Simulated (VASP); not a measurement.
# GaAs (km) (F-43m) in VASP: single point with PBEsol

Aim: the single point of GaAs (km) with PBEsol.

Program: VASP 6.6.1. These are calculated values, not measurements. Logs are shortened: lines on timing, memory, paths and dates and some standing lists are left out, and cuts for length are marked.

**1. The cell of the first run**

Symmetry: F-43m, No. 216, cubic system. The conventional cell has a = 5.660 Å, b = 5.660 Å, c = 5.660 Å, α = 90.00°, β = 90.00°, γ = 90.00°. Within 3.2 Å of Ga (site symmetry -43m) lie 4 As at 2.45 Å. Within 3.2 Å of As (site symmetry -43m) lie 4 Ga at 2.45 Å.

**2. Single point, PBEsol**

Contents of INCAR:

```
SYSTEM = GaAs
PREC = Accurate
ENCUT = 500
EDIFF = 1E-6
ISMEAR = 0
SIGMA = 0.02
LREAL = .FALSE.
LASPH = .TRUE.
NELM = 120
ALGO = Normal
ISIF = 2
LWAVE = .FALSE.
LCHARG = .FALSE.
GGA = PS
NBANDS = 16
GGA_COMPAT = .FALSE.
```

Contents of KPOINTS:

```
regular mesh
0
G
  6 6 6
  0 0 0
```

Contents of POSCAR:

```
GaAs
1.0
    0.0000000000      2.8298428148      2.8298428148
    2.8298428148      0.0000000000      2.8298428148
    2.8298428148      2.8298428148      0.0000000000
Ga As
1 1
Direct
    0.0000000000      0.0000000000      0.0000000000
    0.2500000000      0.2500000000      0.2500000000
```

Potentials or basis: VASP PAW PBE potentials, release 64 (Ga_d, As).

Launch:

```
cat potpaw_PBE.64/Ga_d/POTCAR potpaw_PBE.64/As/POTCAR > POTCAR
mpirun -np 1 vasp_std > vasp.out
```

OUTCAR:

```text
SYSTEM = GaAs
   PREC = Accurate
   ENCUT = 500
   EDIFF = 1E-6
   ISMEAR = 0
   LREAL = .FALSE.
   LASPH = .TRUE.
   NELM = 120
   ISIF = 2
   GGA = PS

 ion  position               nearest neighbor table
   1  0.000  0.000  0.000-   2 2.45   2 2.45   2 2.45   2 2.45
   2  0.250  0.250  0.250-   1 2.45   1 2.45   1 2.45   1 2.45

  LATTYP: Found a face centered cubic cell.
 ALAT       =     5.6596856296

  Lattice vectors:

 A1 = (   0.0000000000,   2.8298428148,   2.8298428148)
 A2 = (   2.8298428148,   0.0000000000,   2.8298428148)
 A3 = (   2.8298428148,   2.8298428148,   0.0000000000)

Analysis of symmetry for initial positions (statically):
=====================================================================
 Subroutine PRICEL returns:
 Original cell was already a primitive cell.

 Routine SETGRP: Setting up the symmetry group for a
 face centered cubic supercell.

 Subroutine GETGRP returns: Found 24 space group operations
 (whereof 24 operations were pure point group operations)
 out of a pool of 48 trial point group operations.

The static configuration has the point symmetry T_d .

Analysis of symmetry for dynamics (positions and initial velocities):
=====================================================================
 Subroutine PRICEL returns:
 Original cell was already a primitive cell.

 Routine SETGRP: Setting up the symmetry group for a
 face centered cubic supercell.

 Subroutine GETGRP returns: Found 24 space group operations
 (whereof 24 operations were pure point group operations)
 out of a pool of 48 trial point group operations.

The dynamic configuration has the point symmetry T_d .

 Subroutine INISYM returns: Found 24 space group operations
 (whereof 24 operations are pure point group operations),
 and found     1 'primitive' translations

----------------------------------------------------------------------------------------

                                     Primitive cell

  volume of cell :      45.3228

  direct lattice vectors                    reciprocal lattice vectors
     0.000000000  2.829842815  2.829842815    -0.176688259  0.176688259  0.176688259
     2.829842815  0.000000000  2.829842815     0.176688259 -0.176688259  0.176688259
     2.829842815  2.829842815  0.000000000     0.176688259  0.176688259 -0.176688259

  length of vectors
     4.002002088  4.002002088  4.002002088     0.306033042  0.306033042  0.306033042

  position of ions in fractional coordinates (direct lattice)
     0.000000000  0.000000000  0.000000000
     0.250000000  0.250000000  0.250000000

  ion indices of the primitive-cell ions
   primitive index   ion index
                 1           1
                 2           2

----------------------------------------------------------------------------------------

 KPOINTS: regular mesh

Automatic generation of k-mesh.
 Grid dimensions read from file:
 generate k-points for:    6    6    6

 Generating k-lattice:

  Cartesian coordinates                     Fractional coordinates (reciprocal lattice)
    -0.029448043  0.029448043  0.029448043     0.166666667  0.000000000  0.000000000
     0.029448043 -0.029448043  0.029448043     0.000000000  0.166666667  0.000000000
     0.029448043  0.029448043 -0.029448043     0.000000000  0.000000000  0.166666667

  Length of vectors
     0.051005507  0.051005507  0.051005507

  Shift w.r.t. Gamma in fractional coordinates (k-lattice)
     0.000000000  0.000000000  0.000000000

 Subroutine IBZKPT returns following result:
 ===========================================

 Found     16 irreducible k-points:

 Following reciprocal coordinates:
            Coordinates               Weight
  0.000000  0.000000  0.000000      1.000000
  0.166667  0.000000  0.000000      8.000000
  0.333333  0.000000  0.000000      8.000000
  0.500000  0.000000  0.000000      4.000000
  0.166667  0.166667  0.000000      6.000000
  0.333333  0.166667  0.000000     24.000000
[... 8 lines left out ...]
 -0.333333  0.333333  0.166667     24.000000
 -0.333333  0.500000  0.166667     12.000000
   k-points           NKPTS =     16   k-points in BZ     NKDIM =     16   number of bands    NBANDS=     16
   number of dos      NEDOS =    301   number of ions     NIONS =      2
   total plane-waves  NPLWV =  27000
   dimension x,y,z NGX =    30 NGY =   30 NGZ =   30
   dimension x,y,z NGXF=    60 NGYF=   60 NGZF=   60
   ions per type =               1   1
   NGX,Y,Z   is equivalent  to a cutoff of  12.46, 12.46, 12.46 a.u.
   NGXF,Y,Z  is equivalent  to a cutoff of  24.92, 24.92, 24.92 a.u.
 SYSTEM =  GaAs
   PREC   = accura    normal or accurate (medium, high low for compatibility)
   ISTART =      0    job   : 0-new  1-cont  2-samecut
   ICHARG =      2    charge: 1-file 2-atom 10-const
   ISPIN  =      1    spin polarized calculation?
   LNONCOLLINEAR =      F non collinear calculations
   LSORBIT =      F    spin-orbit coupling
   LASPH  =      T    aspherical Exc in radial PAW
   ENCUT  =  500.0 eV  36.75 Ry    6.06 a.u.   7.30  7.30  7.30*2*pi/ulx,y,z
   NELM   =    120;   NELMIN=  2; NELMDL= -5     # of ELM steps
   EDIFF  = 0.1E-05   stopping-criterion for ELM
   LREAL  =      F    real-space projection
   EDIFFG = 0.1E-04   stopping-criterion for IOM
   NSW    =      0    number of steps for IOM
   IBRION =     -1    ionic relax: 0-MD 1-quasi-New 2-CG
   NFREE  =      0    steps in history (QN), initial steepest desc. (CG)
   ISIF   =      2    stress and relaxation
   ISYM   =      2    0-nonsym 1-usesym 2-fastsym
   POTIM  = 0.5000    time-step for ionic-motion
   TEBEG  =    0.0;   TEEND  =   0.0 temperature during run
   PSTRESS=    0.0 pullay stress
   NELECT =      18.0000    total number of electrons
   NUPDOWN=      -1.0000    fix difference up-down
   EMIN   =  10.00;   EMAX   =-10.00  energy-range for DOS
   EFERMI =   0.00;   METHOD = LEGACY
   ISMEAR =     0;   SIGMA  =   0.02  broadening in eV -4-tet -1-fermi 0-gaus
   EFERMI_NEDOS =   21; number of points for ismear=-14 and -15
   IALGO  =     38    algorithm
   IMIX   =      4    mixing-type and parameters
     AMIX     =   0.40;   BMIX     =  1.00
     AMIX_MAG =   1.60;   BMIX_MAG =  1.00
  volume/ion in A,a.u.               =      22.66       152.93
  Fermi-wavevector in a.u.,A,eV,Ry     =   1.203354  2.274009 19.702059  1.448061
  Thomas-Fermi vector in A             =   2.339110
   LORBIT       =      0    0 simple, 1 ext, 2 COOP (PROOUT), +10 PAW based schemes
   GGA     = PS    functional components
   LHFCALC =     F    Hartree Fock is set to
   AEXX    =    0.0000 exact exchange contribution
   IVDW    =     0    specifies the selected vdW correction
   LEPSILON=     F    determine dielectric tensor
   LRPA    =     F    only Hartree local field effects (RPA)
 non-spin polarized calculation
 Gauss-broadening in eV      SIGMA  =   0.02
  energy-cutoff  :      500.00
  volume of cell :       45.32
 maximum number of plane-waves:      1167
 NGX is ok and might be reduce to    30
   NGX = 15   NGY = 15   NGZ = 15

 number of electron      17.9999993 magnetization

 Free energy of the ion-electron system (eV)
  ---------------------------------------------------
  ext. energy  EPLUGINS =         0.00000000
  ---------------------------------------------------
  free energy    TOTEN  =        -9.06605481 eV

  energy without entropy =       -9.06605481  energy(sigma->0) =       -9.06605481

 E-fermi :   3.9396     XC(G=0):  -9.7547

 val. band max:        3.7842780078   @ k =   0.0000   0.0000   0.0000
 cond. band min:       4.2131421736   @ k =   0.0000   0.0000   0.0000
 fundamental gap:      0.4288641659
 Fermi energy:         3.9395676047

 k-point     1 :       0.0000    0.0000    0.0000
  band No.  band energies     occupation
      1     -10.9974      2.00000
      2     -10.9974      2.00000
      3     -10.9974      2.00000
      4     -10.9185      2.00000
      5     -10.9185      2.00000
      6      -8.9461      2.00000
[... 8 lines left out ...]
     15      13.8797      0.00000
     16      13.8797      0.00000

 k-point     2 :       0.1667    0.0000    0.0000
  band No.  band energies     occupation
      1     -11.0201      2.00000
      2     -10.9915      2.00000
      3     -10.9915      2.00000
      4     -10.9187      2.00000
      5     -10.9187      2.00000
      6      -8.6253      2.00000
[... 8 lines left out ...]
     15      12.7592      0.00000
     16      12.7592      0.00000

 k-point     3 :       0.3333    0.0000    0.0000
  band No.  band energies     occupation
      1     -11.0597      2.00000
      2     -10.9817      2.00000
      3     -10.9817      2.00000
      4     -10.9169      2.00000
      5     -10.9169      2.00000
      6      -7.7963      2.00000
[... 8 lines left out ...]
     15      13.3801      0.00000
     16      13.3801      0.00000

 k-point     4 :       0.5000    0.0000    0.0000
  band No.  band energies     occupation
      1     -11.0774      2.00000
      2     -10.9781      2.00000
      3     -10.9781      2.00000
      4     -10.9147      2.00000
      5     -10.9147      2.00000
      6      -7.1763      2.00000
[... 8 lines left out ...]
     15      15.5776      0.00000
     16      15.5776      0.00000
[... 172 lines left out ...]
 k-point    14 :       0.5000    0.3333    0.1667
  band No.  band energies     occupation
      1     -11.0831      2.00000
      2     -10.9705      2.00000
      3     -10.9636      2.00000
      4     -10.9290      2.00000
      5     -10.9125      2.00000
      6      -7.1324      2.00000
[... 8 lines left out ...]
     15      14.8035      0.00000
     16      16.7874      0.00000

 k-point    15 :      -0.3333    0.3333    0.1667
  band No.  band energies     occupation
      1     -11.0906      2.00000
      2     -10.9699      2.00000
      3     -10.9586      2.00000
      4     -10.9266      2.00000
      5     -10.9149      2.00000
      6      -6.6251      2.00000
[... 8 lines left out ...]
     15      15.8471      0.00000
     16      16.4440      0.00000

 k-point    16 :      -0.3333    0.5000    0.1667
  band No.  band energies     occupation
      1     -11.0995      2.00000
      2     -10.9618      2.00000
      3     -10.9525      2.00000
      4     -10.9335      2.00000
      5     -10.9114      2.00000
      6      -6.3915      2.00000
[... 8 lines left out ...]
     15      15.9327      0.00000
     16      17.0045      0.00000

------------------------ aborting loop because EDIFF is reached ----------------------------------------

  FORCE on cell =-STRESS in cart. coord.  units (eV):
  Direction    XX          YY          ZZ          XY          YZ          ZX
  --------------------------------------------------------------------------------------
  -------------------------------------------------------------------------------------
  Total        0.0279332      0.0279332      0.0279332      0.0000000     -0.0000000     -0.0000000
  in kB        0.9874473      0.9874473      0.9874473      0.0000000     -0.0000000     -0.0000000
  external PRESSURE =       0.9874473 kB  Pullay stress =       0.0000000 kB

 VOLUME and BASIS-vectors are now :
 -----------------------------------------------------------------------------
  energy-cutoff  :      500.00
  volume of cell :       45.32
      direct lattice vectors                 reciprocal lattice vectors
     0.000000000  2.829842815  2.829842815    -0.176688259  0.176688259  0.176688259
     2.829842815  0.000000000  2.829842815     0.176688259 -0.176688259  0.176688259
     2.829842815  2.829842815  0.000000000     0.176688259  0.176688259 -0.176688259

 POSITION                                       TOTAL-FORCE (eV/Angst)
 -----------------------------------------------------------------------------------
      0.00000      0.00000      0.00000        -0.000000     -0.000000     -0.000000
      1.41492      1.41492      1.41492         0.000000      0.000000      0.000000
 -----------------------------------------------------------------------------------
    total drift:                               -0.000000     -0.000000      0.000000

  FREE ENERGIE OF THE ION-ELECTRON SYSTEM (eV)
  ---------------------------------------------------
  free  energy   TOTEN  =        -9.0660548099 eV

  energy  without entropy=       -9.0660548099  energy(sigma->0) =       -9.06605481
```

Wall time 18 s (1 thread of Intel Xeon Platinum 8488C (Sapphire Rapids), shared host); peak memory 0.17 GiB.

Results:

```yaml
Free_energy: -9.0661 eV
Pressure: 0.1 GPa
Band_gap_on_the_k_mesh: 0.43 eV, direct
```

Caveat: the PAW data sets were made with another functional, which shifts forces and pressure a little.
